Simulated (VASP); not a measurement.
A run of VASP 6.6.1 is set up as follows.

File POSCAR:

```
Ir
1.0
    0.0000000000      2.0156850000      1.8717075000
    2.0156850000      0.0000000000      1.8717075000
    2.0156850000      2.0156850000      0.0000000000
Ir
1
Direct
    0.0000000000      0.0000000000      0.0000000000
```

INCAR.step1

```
ALGO = Normal ; EDIFF = 1E-4
ENCUT = 520 ; GGA = PE
ISMEAR = 0 ; LASPH = T
LCHARG = F ; LREAL = F
LWAVE = T ; NBANDS = 10
NELM = 80 ; PREC = Accurate
SIGMA = 0.15
```

Contents of INCAR.step2:

```
ALGO = Normal ; EDIFF = 1E-6
ENCUT = 520 ; ISIF = 2
ISMEAR = 0 ; ISTART = 1
LASPH = T ; LCHARG = T
LELF = T ; LMIXTAU = T
LREAL = F ; LVHAR = T
LWAVE = F ; METAGGA = R2SCAN
NBANDS = 10 ; NELM = 80
PREC = Accurate ; SIGMA = 0.15
```

File KPOINTS:

```
k-points
0
Gamma
  22 22 22
```

Potentials or basis: VASP PAW PBE potentials, release 64 (Ir).

The run is started by

```bash
$ cat potpaw_PBE.64/Ir/POTCAR > POTCAR
$ cp INCAR.step1 INCAR
$ mpirun -np 1 vasp_std > vasp.out
$ cp INCAR.step2 INCAR
$ mpirun -np 1 vasp_std > vasp.out
```

(1) Estimate the pressure.

Results:

(1) -18.8 GPa.

Caveat: the cell differs from its parent crystal (strain +0.050 along x and y, -0.025 along z); the PAW data sets were made with another functional, which shifts forces and pressure a little.
